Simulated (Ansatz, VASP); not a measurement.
Ga2P: VASP beside Ansatz

```
Ga P
1.0
    -1.63956    1.63956    5.33466
     1.63956   -1.63956    5.33466
     1.63956    1.63956   -5.33466
Ga P
2 1
Direct
  0.34000 0.34000 0.00000
  0.66000 0.66000 0.00000
  0.00000 0.00000 0.00000
```

Alike in both runs: task relaxation of cell and atoms; functional PBE; k mesh 8 × 8 × 8; occupations gaussian, width 0.1 eV; no spin polarisation.

|  | VASP | Ansatz |
| --- | --- | --- |
| version | VASP 6.6.1 | Ansatz 0.2.0 |
| potentials or method | VASP PAW PBE potentials, release 64 (Ga_d, P), cutoff 600 eV | scalar-relativistic, plane waves, PAW |
| valence electrons in the cell | 31 | 31 |

|  | VASP | Ansatz | Ansatz less VASP |
| --- | --- | --- | --- |
| gap on the k mesh at the Fermi level, each at its own relaxed structure (eV) | none | none | - |
| relaxed volume (Å³/atom) | 17.97 | 17.96 | -0.008 |
| relaxed cell length with the largest relative difference (Å) | 5.802 | 5.803 | +0.0010 |

A gap of «none» marks a metal or a gap that the smearing closes.
